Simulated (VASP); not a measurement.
Set up this calculation in VASP 6.6.1, as the native input.

```
Task                   : single point
Functional             : PBE
Potentials or basis    : VASP PAW PBE potentials, release 64 (Fe_sv)
Cutoff                 : 690 eV
k mesh                 : 12 × 6 × 12
Occupations            : fermi-dirac, width 0.1 eV
Spin                   : collinear spin
Starting moments       : [0.0, 4.0] μB
Hubbard terms          : Fe d U = 3.3 eV
Dipole correction      : no
Further INCAR settings : ALGO = Normal; EDIFF = 1e-06; NBANDS = 27
```

The structure of Fe lies in POSCAR:

```
Fe
1.0
   -1.4550000000      1.4550000000      1.4550000000
    2.9100000000     -2.9100000000      2.9100000000
    1.4550000000      1.4550000000     -1.4550000000
Fe
2
Direct
    0.0000000000      0.0000000000      0.0000000000
    0.0000000000      0.5000000000      0.0000000000
```

The input as run:

INCAR

```
SYSTEM = Fe
  PREC = Accurate
  ENCUT = 690
  EDIFF = 1E-6
  ISMEAR = -1
  SIGMA = 0.1
  LREAL = .False.
  LASPH = .True.
  NELM = 200
  ALGO = Normal
  ISIF = 2
  LWAVE = .False.
  LCHARG = .False.
  ISPIN = 2
  MAGMOM = 0 4
  LORBIT = 11
  LMAXMIX = 4
  LDAU = .True.
  LDAUTYPE = 2
  LDAUL = 2
  LDAUU = 3.3
  LDAUJ = 0
  LDAUPRINT = 1
  GGA = PE
  NBANDS = 27
  GGA_COMPAT = .False.
```

KPOINTS

```
Automatic mesh
0
Gamma
  12 6 12
  0 0 0
```

Potentials or basis: VASP PAW PBE potentials, release 64 (Fe_sv).

Launch:

```bash
$ cat potpaw_PBE.64/Fe_sv/POTCAR > POTCAR
$ mpirun -np 1 vasp_std > vasp.out
```

It gave:

The pressure is 3.7 GPa, the net moment is 5.66 μB per cell and the site moments are Fe +2.99 μB. The valence electrons inside the program's atomic spheres are Fe 13.71.

Caveat: the cell stands under pressure; the U is typed as a test and isn't derived for this compound.

Run time: 16 min on 1 thread of AMD EPYC 7R43 64-Core Processor (Zen 3), with other jobs on the host, peak memory 0.29 GiB.
